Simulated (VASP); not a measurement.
# PtS2 in VASP: single point with PBE+D3(BJ)

Aim: the single point of PtS2 with PBE+D3(BJ).

All numbers are computed with VASP 6.6.1; they aren't measurements. Logs are shortened: lines on timing, memory, paths and dates and some standing lists are left out, and cuts for length are marked.

### Step 1. The cell of the first run

The cell holds a slab with vacuum, 6 atoms: a = 3.542 Å, b = 3.542 Å, c = 22.467 Å, α = 90.00°, β = 90.00°, γ = 120.00°.

### Step 2. Single point, PBE+D3(BJ) (layers slid over each other, then relaxed in part)

INCAR reads:

```
SYSTEM = PtS2
PREC     = Accurate       ! precision mode
ENCUT    = 520            ! plane-wave cutoff, eV
EDIFF    = 1E-7           ! SCF threshold, eV
ISMEAR   = 0              ! smearing method
SIGMA    = 0.05           ! smearing width, eV
LREAL    = .FALSE.        ! projectors in reciprocal space
LASPH    = .TRUE.         ! aspherical terms in the spheres
NELM     = 100            ! most SCF steps
ALGO     = Normal         ! electronic algorithm
ISIF     = 2              ! what is computed and relaxed
LWAVE    = .FALSE.        ! write WAVECAR
LCHARG   = .FALSE.        ! write CHGCAR
LDIPOL   = .TRUE.       
IDIPOL   = 3            
DIPOL    = 0.5 0.5 0.370
GGA      = PE             ! functional
IVDW     = 12             ! dispersion correction
NBANDS   = 31             ! bands
```

KPOINTS reads:

```
Automatic mesh
0
G
  9 9 1
  0 0 0
```

POSCAR reads:

```
PtS2
1.0
    3.5415278079      0.0000000000      0.0000000000
   -1.7707639039      3.0670530498      0.0000000000
    0.0000000000      0.0000000000     22.4670615492
S Pt
4 2
Direct
    0.6666666667      0.3333333333      0.2002932155
    0.3333333333      0.6666666667      0.3104316215
    0.6666666667      1.3333333333      0.4295672264
    1.0000000000      1.0000000000      0.5399063809
    0.0000000000      0.0000000000      0.2557422779
    1.3333333333      1.6666666667      0.4845300444
```

Potentials or basis: VASP PAW PBE potentials, release 64 (S, Pt).

Command:

```console
> cat potpaw_PBE.64/S/POTCAR potpaw_PBE.64/Pt/POTCAR > POTCAR
> mpirun -np 1 vasp_std > vasp.out
```

OUTCAR:

```text
SYSTEM = PtS2
   PREC = Accurate
   ENCUT = 520
   EDIFF = 1E-7
   ISMEAR = 0
   LREAL = .FALSE.
   LASPH = .TRUE.
   NELM = 100
   ISIF = 2
   GGA = PE
   IVDW = 12
 IVDW          = 12

 ion  position               nearest neighbor table
   1  0.667  0.333  0.200-   5 2.39   5 2.39   5 2.39
   2  0.333  0.667  0.310-   5 2.39   5 2.39   5 2.39
   3  0.667  0.333  0.430-   6 2.39   6 2.39   6 2.39
   4  0.000  0.000  0.540-   6 2.39   6 2.39   6 2.39
   5  0.000  0.000  0.256-   2 2.39   2 2.39   2 2.39   1 2.39   1 2.39   1 2.39
   6  0.333  0.667  0.485-   3 2.39   3 2.39   3 2.39   4 2.39   4 2.39   4 2.39

  LATTYP: Found a hexagonal cell.
 ALAT       =     3.5415278079
 C/A-ratio  =     6.3438896340

  Lattice vectors:

 A1 = (   3.5415278079,   0.0000000000,   0.0000000000)
 A2 = (  -1.7707639039,   3.0670530498,   0.0000000000)
 A3 = (   0.0000000000,   0.0000000000,  22.4670615492)

Analysis of symmetry for initial positions (statically):
=====================================================================
 Subroutine PRICEL returns:
 Original cell was already a primitive cell.

 Routine SETGRP: Setting up the symmetry group for a
 hexagonal supercell.

 Subroutine GETGRP returns: Found  6 space group operations
 (whereof  6 operations were pure point group operations)
 out of a pool of 24 trial point group operations.

The static configuration has the point symmetry C_3v.

Analysis of symmetry for dynamics (positions and initial velocities):
=====================================================================
 Subroutine PRICEL returns:
 Original cell was already a primitive cell.

 Routine SETGRP: Setting up the symmetry group for a
 hexagonal supercell.

 Subroutine GETGRP returns: Found  6 space group operations
 (whereof  6 operations were pure point group operations)
 out of a pool of 24 trial point group operations.

The dynamic configuration has the point symmetry C_3v.

 Subroutine INISYM returns: Found  6 space group operations
 (whereof  6 operations are pure point group operations),
 and found     1 'primitive' translations

----------------------------------------------------------------------------------------

                                     Primitive cell

  volume of cell :     244.0384

  direct lattice vectors                    reciprocal lattice vectors
     3.541527808  0.000000000  0.000000000     0.282364012  0.163022938  0.000000000
    -1.770763904  3.067053050  0.000000000     0.000000000  0.326045877  0.000000000
[... 90 lines left out ...]
   PSTRESS=    0.0 pullay stress
   NELECT =      44.0000    total number of electrons
   NUPDOWN=      -1.0000    fix difference up-down
   EMIN   =  10.00;   EMAX   =-10.00  energy-range for DOS
   EFERMI =   0.00;   METHOD = LEGACY
   ISMEAR =     0;   SIGMA  =   0.05  broadening in eV -4-tet -1-fermi 0-gaus
   EFERMI_NEDOS =   21; number of points for ismear=-14 and -15
   IALGO  =     38    algorithm
   IMIX   =      4    mixing-type and parameters
     AMIX     =   0.40;   BMIX     =  1.00
     AMIX_MAG =   1.60;   BMIX_MAG =  1.00
  volume/ion in A,a.u.               =      40.67       274.48
  Fermi-wavevector in a.u.,A,eV,Ry     =   0.924854  1.747720 11.637800  0.855354
  Thomas-Fermi vector in A             =   2.050645
   LORBIT       =      0    0 simple, 1 ext, 2 COOP (PROOUT), +10 PAW based schemes
   GGA     = PE    functional components
   LHFCALC =     F    Hartree Fock is set to
   AEXX    =    0.0000 exact exchange contribution
   IVDW    =    12    specifies the selected vdW correction
   LEPSILON=     F    determine dielectric tensor
   LRPA    =     F    only Hartree local field effects (RPA)
 non-spin polarized calculation
 Gauss-broadening in eV      SIGMA  =   0.05
  energy-cutoff  :      520.00
  volume of cell :      244.04
 maximum number of plane-waves:      6671
 NGX is ok and might be reduce to    28
   NGX = 13   NGY = 13   NGZ = 83

 number of electron      44.0000001 magnetization

 dipolmoment           0.000000      0.000000     -0.007305 electrons x Angstroem

 Free energy of the ion-electron system (eV)
  ---------------------------------------------------
  ext. energy  EPLUGINS =         0.00000000
  ---------------------------------------------------
  free energy    TOTEN  =       -30.82735595 eV

  energy without entropy =      -30.82735595  energy(sigma->0) =      -30.82735595

 E-fermi :  -0.0471     XC(G=0):  -5.3260

 val. band max:       -0.2639569116   @ k =   0.1111  -0.0000   0.0000
 cond. band min:       0.8553567537   @ k =   0.2222   0.0000   0.0000
 fundamental gap:      1.1193136653
 Fermi energy:        -0.0471484441

 k-point     1 :       0.0000    0.0000    0.0000
  band No.  band energies     occupation
      1     -15.0523      2.00000
      2     -14.8331      2.00000
      3     -12.9157      2.00000
      4     -12.5276      2.00000
      5      -6.5301      2.00000
      6      -6.4711      2.00000
[... 397 lines left out ...]
     30       7.9554      0.00000
     31       8.1351      0.00000

------------------------ aborting loop because EDIFF is reached ----------------------------------------

 vacuum level on the upper side and lower side of the slab       (xc-potential included)        -0.161        -0.043

 Edisp (eV)   -2.05333

 E8    (eV) :    -0.8520

  FORCE on cell =-STRESS in cart. coord.  units (eV):
  Direction    XX          YY          ZZ          XY          YZ          ZX
  --------------------------------------------------------------------------------------
  -------------------------------------------------------------------------------------
  Total      -0.08013    -0.08013    -0.25347    -0.00000    -0.00000     0.00000
  in kB      -0.52606    -0.52606    -1.66411    -0.00000    -0.00000     0.00000
  external pressure =       -0.91 kB  Pullay stress =        0.00 kB

 VOLUME and BASIS-vectors are now :
 -----------------------------------------------------------------------------
  energy-cutoff  :      520.00
  volume of cell :      244.04
      direct lattice vectors                 reciprocal lattice vectors
     3.541527808  0.000000000  0.000000000     0.282364012  0.163022938  0.000000000
    -1.770763904  3.067053050  0.000000000     0.000000000  0.326045877  0.000000000
     0.000000000  0.000000000 22.467061549     0.000000000  0.000000000  0.044509603

 POSITION                                       TOTAL-FORCE (eV/Angst)
 -----------------------------------------------------------------------------------
      1.77076      1.02235      4.50000        -0.000000      0.000000      0.038876
     -0.00000      2.04470      6.97449        -0.000000     -0.000000     -0.036066
      1.77076      1.02235      9.65111        -0.000000      0.000000      0.039541
      0.00000      0.00000     12.13011        -0.000000      0.000000     -0.038799
      0.00000      0.00000      5.74578        -0.000000      0.000000     -0.003975
     -0.00000      2.04470     10.88597         0.000000     -0.000000      0.000422
 -----------------------------------------------------------------------------------
    total drift:                                0.000000     -0.000000     -0.000043

  FREE ENERGIE OF THE ION-ELECTRON SYSTEM (eV)
  ---------------------------------------------------
  free  energy   TOTEN  =       -32.8806906466 eV

  energy  without entropy=      -32.8806906466  energy(sigma->0) =      -32.88069065

 vacuum level on the upper side and lower side of the slab         5.341         5.463
```

OSZICAR:

```text
N       E                     dE             d eps       ncg     rms          rms(c)
DAV:   1     0.311157144336E+03    0.31116E+03   -0.18053E+04   744   0.117E+03
DAV:   2    -0.318200156126E+01   -0.31434E+03   -0.29781E+03   981   0.227E+02
DAV:   3    -0.326231690869E+02   -0.29441E+02   -0.28712E+02   891   0.739E+01
[... 21 lines left out ...]
DAV:  25    -0.308273547071E+02   -0.46942E-06   -0.25934E-08   582   0.812E-04    0.669E-04
DAV:  26    -0.308273550704E+02   -0.36329E-06   -0.92744E-09   589   0.416E-04    0.910E-04
DAV:  27    -0.308273555961E+02   -0.52568E-06   -0.11550E-08   570   0.426E-04    0.169E-03
DAV:  28    -0.308273558767E+02   -0.28058E-06   -0.76905E-09   575   0.399E-04    0.581E-04
DAV:  29    -0.308273559509E+02   -0.74221E-07   -0.46737E-09   589   0.270E-04
   1 F= -.32880691E+02 E0= -.32880691E+02  d E =-.142659E-10
```

It took 6.8 min on 1 thread of Intel Xeon Platinum 8375C at 2.90GHz (Ice Lake), shared host; peak memory 0.37 GiB.

Results:

```yaml
Free_energy: -32.8807 eV
Largest_force: 0.040 eV/Å
Band_gap_on_the_k_mesh: 1.12 eV (least direct gap 1.41 eV)
Dispersion_energy_per_atom: -0.342 eV
```

Forces on the atoms (eV/Å):
```
S    0.000  0.000  0.039
S    0.000  0.000 -0.036
S    0.000  0.000  0.040
S    0.000  0.000 -0.039
Pt   0.000  0.000 -0.004
Pt   0.000  0.000  0.000
```

Caveat: the cell differs from its parent crystal (layers slid over each other, then relaxed in part); spin-orbit coupling is left out, which moves the levels of the heavy elements.
